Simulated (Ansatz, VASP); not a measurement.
One calculation of Ag2O, two programs

```
Ag O
1.0
     4.75612    0.00000    0.00000
     0.00000    4.75612    0.00000
     0.00000    0.00000    4.75612
Ag O
4 2
Cartesian
  1.1890 1.1890 1.1890
  1.1890 3.5671 3.5671
  3.5671 3.5671 1.1890
  3.5671 1.1890 3.5671
  0.0000 0.0000 0.0000
  2.3781 2.3781 2.3781
```

Alike in both runs: task single point; functional LDA; k mesh 6 × 6 × 6; occupations fermi-dirac, width 0.02 eV; no spin polarisation.

|  | VASP | Ansatz |
| --- | --- | --- |
| version | VASP 6.6.1 | Ansatz 0.2.0 |
| potentials or method | VASP PAW LDA potentials, release 64 (Ag, O) | plane waves, PAW |
| plane-wave cutoff (eV) | 600 | 420 |
| valence electrons in the cell | 56 | 88 |

|  | VASP | Ansatz | Ansatz less VASP |
| --- | --- | --- | --- |
| pressure (GPa) | -6.4 | -6.4 | -0.02 |

LDA's correlation is that of Perdew and Zunger in VASP and of Perdew and Wang (1992) in Ansatz. VASP's potentials hold 56 valence electrons a cell and Ansatz's 88, so a difference there can come from the potentials and not from the codes.
